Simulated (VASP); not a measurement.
Write the native input for VASP 6.6.1 that does the following.

```yaml
Task: single point
Functional: PBEsol
Potentials_or_basis: VASP PAW PBE potentials, release 64 (Be)
Cutoff: 520 eV
k_mesh: 16 × 16 × 16
Occupations: fermi-dirac, width 0.1 eV
Spin: no spin polarisation
Dipole_correction: no
Further_INCAR_settings: ALGO = Normal; EDIFF = 1e-06; NBANDS = 7
```

The structure of Be lies in POSCAR:

```
Be
1.0
    2.1059220087      0.0000000000      0.0000000000
    0.0000000000      2.1059220087      0.0000000000
    0.0000000000      0.0000000000      2.1059220087
Be
1
Direct
    0.0000000000      0.0000000000      0.0000000000
```

This cell differs from its parent crystal: volume scaled by 0.92.

The input as run:

INCAR

```
ALGO = Normal
EDIFF = 1E-6
ENCUT = 520
GGA = PS
ISIF = 2
ISMEAR = -1
LASPH = True
LCHARG = True
LELF = True
LREAL = False
LVHAR = True
LWAVE = False
NBANDS = 7
NELM = 60
PREC = Accurate
SIGMA = 0.1
```

KPOINTS

```
k-points
0
Gamma
  16 16 16
```

Potentials or basis: VASP PAW PBE potentials, release 64 (Be).

Run with:

```sh
$ cat potpaw_PBE.64/Be/POTCAR > POTCAR
$ mpirun -np 1 vasp_std > vasp.out
```

It gave:

```
Pressure               : 7.8 GPa
Band gap on the k mesh : zero (band 1 reaches 11.24 eV, above the bottom of band 2 at 3.86 eV)
```

Caveat: the PAW data sets were made with another functional, which shifts forces and pressure a little.

It took 3.9 s on 1 thread of Intel(R) Xeon(R) Platinum 8259CL CPU @ 2.50GHz (Skylake/Cascade Lake), on a shared host, peak memory 0.11 GiB.
